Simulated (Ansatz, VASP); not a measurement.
# Two plane-wave programs on Fe2Pt

```
Pt Fe
1.0
     2.60003    0.00000    0.00000
    -1.30002    2.25169    0.00000
     0.00000    0.00000    6.23472
Pt Fe
1 2
Direct
  0.00000 0.00000 0.00000
  0.66667 0.33333 0.35546
  0.33333 0.66667 0.64454
```

Alike in both runs: task single point; functional PBE; k mesh 12 × 12 × 5; occupations fermi-dirac, width 0.05 eV; collinear spin.

|  | VASP | Ansatz |
| --- | --- | --- |
| version | VASP 6.6.1 | Ansatz 0.2.0 |
| potentials or method | VASP PAW PBE potentials, release 64 (Pt, Fe) | Ansatz PAW |
| plane-wave cutoff (eV) | 520 | 420 |
| valence electrons in the cell | 26 | 50 |

VASP gave:

- gap on the k mesh at the Fermi level (eV): none
- pressure (GPa): 26.5
- traceless stress, the component that is largest in VASP (GPa): -11.34
- rms of the force components (eV/Å): 0.376
- net moment per atom (μB): 1.79
- size of the moment on the site where the two differ most (μB): 0.20

Q: Which values does Ansatz return?

A: gap on the k mesh at the Fermi level (eV): none; pressure (GPa): 26.9; traceless stress, the component that is largest in VASP (GPa): -11.53; rms of the force components (eV/Å): 0.382; net moment per atom (μB): 1.78; size of the moment on the site where the two differ most (μB): 0.24.

Site moments also hang on the region over which each program counts them. Atom by atom the forces differ by 0.006 eV/Å (rms over components). A gap of «none» marks a metal or a gap that the smearing closes. VASP's potentials hold 26 valence electrons a cell and Ansatz's 50, so a difference there can come from the potentials and not from the codes.

Spin-orbit coupling is off throughout.
